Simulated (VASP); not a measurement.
Runs of VASP 6.6.1 on Ge. It takes space group I4_1/amd (No. 141, tetragonal). The conventional cell has a = 5.149 Å, b = 5.149 Å, c = 2.795 Å, α = 90.00°, β = 90.00°, γ = 90.00°. Ge (site symmetry -4m2) has 10 Ge at 2.67 to 3.32 Å within 3.5 Å. 

```csv
smearing,gap on the mesh (eV),pressure (GPa)
fermi-dirac 0.5 eV,none,2.0
fermi-dirac 0.2 eV,none,(a)
fermi-dirac 0.3 eV,none,0.9
fermi-dirac 0.1 eV,none,0.4
```

Alike in all rows: task single point; level r2SCAN; potentials or basis VASP PAW PBE potentials, release 64 (Ge_d); no spin polarisation; cell as given; k mesh 12 × 12 × 12, shifted; cutoff (eV) 520.

Task: Fill in the values left out.

Result: (a) 0.5.

Caveats: the PAW data sets were made with another functional, which shifts forces and pressure a little; so wide a smearing shifts energies and pressures (at least some runs).

A k mesh can miss the band edges, and the runs leave out spin-orbit coupling on Ge.

A gap of «none» marks levels without a gap at the run's occupations.
